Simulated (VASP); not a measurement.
Set up this calculation in VASP 6.6.1, as the native input.

```
Task                   : single point
Functional             : PBE
Potentials or basis    : VASP PAW PBE potentials, release 64 (In_d, Sb)
Cutoff                 : 520 eV
k mesh                 : 8 × 8 × 8
Occupations            : gaussian, width 0.15 eV
Spin                   : no spin polarisation
Dipole correction      : no
Further INCAR settings : ALGO = Normal; EDIFF = 1e-06; NBANDS = 22
```

The structure of InSb3 lies in POSCAR:

```
InSb3
1.0
    4.9101399550     -0.1124036941     -0.1124036941
   -0.1124036941      4.9101399550     -0.1124036941
   -0.1124036941     -0.1124036941      4.9101399550
In Sb
1 3
Direct
    0.0000000000      0.0000000000      0.0000000000
    0.5000000000      0.0000000000      0.5000000000
    0.0000000000      0.5000000000      0.5000000000
    0.5000000000      0.5000000000      0.0000000000
```

One way to write it, as run:

INCAR

```
PREC = Accurate ; ENCUT = 520
EDIFF = 1E-6 ; ISMEAR = 0
SIGMA = 0.15 ; LREAL = F
LASPH = T ; NELM = 60
ALGO = Normal ; ISIF = 2
LWAVE = F ; LCHARG = F
GGA = PE ; NBANDS = 22
```

KPOINTS

```
Automatic mesh
0
Gamma
  8 8 8
```

Potentials or basis: VASP PAW PBE potentials, release 64 (In_d, Sb).

The run is started by

```console
$ cat potpaw_PBE.64/In_d/POTCAR potpaw_PBE.64/Sb/POTCAR > POTCAR
$ mpirun -np 1 vasp_std > vasp.out
```

It gave:

```yaml
Pressure: -2.5 GPa
Band_gap_on_the_k_mesh: zero (bands 14 and 15 overlap by 3.88 eV)
```

Caveat: spin-orbit coupling is left out, which moves the levels of the heavy elements.

Wall time 3.2 min on 1 thread of Intel Xeon 8259CL, with other jobs on the host, peak memory 0.34 GiB.
